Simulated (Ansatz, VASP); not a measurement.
# Two plane-wave programs on Pd

```
Pd
1.0
    -1.44650    1.44650    1.57228
     1.44650   -1.44650    1.57228
     1.44650    1.44650   -1.57228
Pd
1
Direct
  0.00000 0.00000 0.00000
```

Change from the starting cell: strain -0.080 along x and y, +0.000 along z, atoms carried along.

Alike in both runs: task single point; functional LDA; k mesh 22 × 22 × 22; occupations gaussian, width 0.15 eV; no spin polarisation.

|  | VASP | Ansatz |
| --- | --- | --- |
| version | VASP 6.6.1 | Ansatz 0.2.0 |
| potentials or method | VASP PAW LDA potentials, release 64 (Pd), cutoff 520 eV | scalar-relativistic, plane waves, PAW |
| valence electrons in the cell | 10 | 18 |

|  | VASP | Ansatz | Ansatz less VASP |
| --- | --- | --- | --- |
| gap on the k mesh at the Fermi level (eV) | none | none | - |
| pressure (GPa) | 22.1 | 21.8 | -0.25 |
| traceless stress, the component that is largest in VASP (GPa) | 2.78 | 2.82 | +0.046 |

LDA's correlation is that of Perdew and Zunger in VASP and of Perdew and Wang (1992) in Ansatz. A gap of «none» marks a metal or a gap that the smearing closes. VASP's potentials hold 10 valence electrons a cell and Ansatz's 18, so a difference there can come from the potentials and not from the codes.
